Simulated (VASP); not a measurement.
Wanted: the native input for a VASP 6.6.1 run.

```
Task                   : single point
Functional             : BLYP
Potentials or basis    : VASP PAW PBE potentials, release 64 (Hf_pv, C)
Cutoff                 : 600 eV
k mesh                 : 8 × 8 × 8
Occupations            : gaussian, width 0.05 eV
Spin                   : no spin polarisation
Dipole correction      : no
Further INCAR settings : ALGO = Normal; EDIFF = 1e-06; NBANDS = 14
```

The structure of HfC lies in POSCAR:

```
HfC
1.0
    0.0000000000      2.3655250198      2.3655250198
    2.3655250198      0.0000000000      2.3655250198
    2.3655250198      2.3655250198      0.0000000000
Hf C
1 1
Direct
    0.5000000000      0.5000000000      0.5000000000
    0.0000000000      0.0000000000      0.0000000000
```

These files were run (other wordings do the same):

INCAR

```
PREC = Accurate
ENCUT = 600
EDIFF = 1E-6
ISMEAR = 0
SIGMA = 0.05
LREAL = F
LASPH = T
NELM = 120
ALGO = Normal
ISIF = 2
LWAVE = F
LCHARG = F
GGA = B5
ALDAX = 1.0
AGGAX = 1.0
AGGAC = 1.0
ALDAC = 0.0
NBANDS = 14
GGA_COMPAT = F
```

KPOINTS

```
Automatic mesh
0
Gamma
  8 8 8
```

Potentials or basis: VASP PAW PBE potentials, release 64 (Hf_pv, C).

Command:

```sh
$ cat potpaw_PBE.64/Hf_pv/POTCAR potpaw_PBE.64/C/POTCAR > POTCAR
$ mpirun -np 1 vasp_std > vasp.out
```

It gave:

```
Pressure               : -4.4 GPa
Band gap on the k mesh : zero (bands 7 and 8 overlap by 1.27 eV)
```

Caveat: the cell stands under tension; the PAW data sets were made with another functional, which shifts forces and pressure a little; spin-orbit coupling is left out, which moves the levels of the heavy elements.

It took 14 s on 1 thread of Intel(R) Xeon(R) 6975P-C (Granite Rapids), on a shared host, peak memory 0.16 GiB.
